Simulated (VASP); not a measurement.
Crystal: MgBeS3.

```
Mg Be S
1.0
     3.60000    0.00000    0.00000
    -1.80000    3.11769    0.00000
     0.00000    0.00000    8.05000
Mg Be S
1 1 3
Direct
  0.66667 0.33333 0.20000
  0.33333 0.66667 0.66000
  0.33333 0.66667 0.39500
  0.00000 0.00000 0.00000
  0.00000 0.00000 0.73500
```

| Quantity | Value |
| --- | --- |
| Program | VASP 6.6.1 |
| Task | relaxation of cell and atoms |
| Functional | PBE |
| Potentials or basis | VASP PAW PBE potentials, release 64 (Mg, Be, S) |
| Cutoff | 600 eV |
| k mesh | 5 × 5 × 2 |
| Occupations | gaussian, width 0.2 eV |
| Spin | no spin polarisation |

At the start: pressure -2.0 GPa; volume 18.07 Å³/atom.

Question: Where does the relaxation end?

Answer: Over 10 steps the energy falls by 111.1 meV/atom and the volume is 18.09 Å³/atom (+0.1 %); space group P3m1 (No. 156, to 0.05 Å).

The path:
| step | energy change (eV) | largest force (eV/Å) | pressure (GPa) | volume (Å³) |
| --- | --- | --- | --- | --- |
| 1 | 0.0000 | 1.3272 | -1.95 | 90.35 |
| 2 | -0.3577 | 2.0997 | 3.11 | 87.28 |
| 3 | -0.3612 | 1.9487 | 2.60 | 87.51 |
| 4 | -0.5326 | 0.6691 | 0.64 | 89.55 |
| 5 | -0.5326 | 0.6657 | 0.63 | 89.56 |
| 6 | -0.5521 | 0.2398 | -0.31 | 90.62 |
| 7 | -0.5521 | 0.2462 | -0.29 | 90.59 |
| 8 | -0.5542 | 0.1816 | 0.24 | 90.34 |
| 9 | -0.5546 | 0.1113 | 0.08 | 90.42 |
| 10 | -0.5556 | 0.0400 | 0.04 | 90.47 |

Final structure:
```
Mg Be S
1.0
     3.74558    0.00000    0.00000
    -1.87279    3.24377    0.00000
     0.00000    0.00000    7.44649
Mg Be S
1 1 3
Direct
  0.66667 0.33333 0.20938
  0.33333 0.66667 0.64543
  0.33333 0.66667 0.37905
  0.00000 0.00000 0.01938
  0.00000 0.00000 0.73676
```

Caveat: the relaxation stopped at a loose force limit of 0.08 eV/Å, so its end isn't a converged minimum.
